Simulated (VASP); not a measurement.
A run of VASP 6.6.1 is set up as follows.

Contents of POSCAR:

```
CdIn
1.0
    3.1759860193      0.0000000000      0.0000000000
   -1.5879930096      2.7504845748      0.0000000000
    0.0000000000      0.0000000000      5.6631586485
Cd In
1 1
Direct
    0.0000000000      0.0000000000      0.5000000000
    0.6666666667      0.3333333333      0.0000000000
```

The input INCAR.step1:

```
PREC = Accurate ; ENCUT = 520
ISMEAR = 0 ; SIGMA = 0.1
LREAL = F ; LASPH = T
NELM = 100 ; NBANDS = 20
GGA = PE ; ALGO = Normal
EDIFF = 1E-4 ; LWAVE = T
LCHARG = F
```

File INCAR.step2:

```
PREC = Accurate ; ENCUT = 520
EDIFF = 1E-6 ; ISMEAR = 0
SIGMA = 0.1 ; LREAL = F
LASPH = T ; NELM = 100
ALGO = Normal ; ISIF = 2
LWAVE = F ; LCHARG = F
METAGGA = R2SCAN ; LMIXTAU = T
NBANDS = 20 ; ISTART = 1
```

Contents of KPOINTS:

```
Automatic mesh
0
Gamma
  15 15 8
```

Potentials or basis: VASP PAW PBE potentials, release 64 (Cd, In_d).

Launch:

```bash
$ cat potpaw_PBE.64/Cd/POTCAR potpaw_PBE.64/In_d/POTCAR > POTCAR
$ cp INCAR.step1 INCAR
$ mpirun -np 1 vasp_std > vasp.out
$ cp INCAR.step2 INCAR
$ mpirun -np 1 vasp_std > vasp.out
```

**Question.** Estimate the pressure.

**Answer.** -0.3 GPa.

Stress tensor (GPa, compression positive):
```
-0.48  0.00  0.00
 0.00 -0.48  0.00
 0.00  0.00  0.10
```

Caveat: the cell differs from its parent crystal (biaxial strain in the a-b plane: +1.5 %, then relaxed in part); the PAW data sets were made with another functional, which shifts forces and pressure a little.
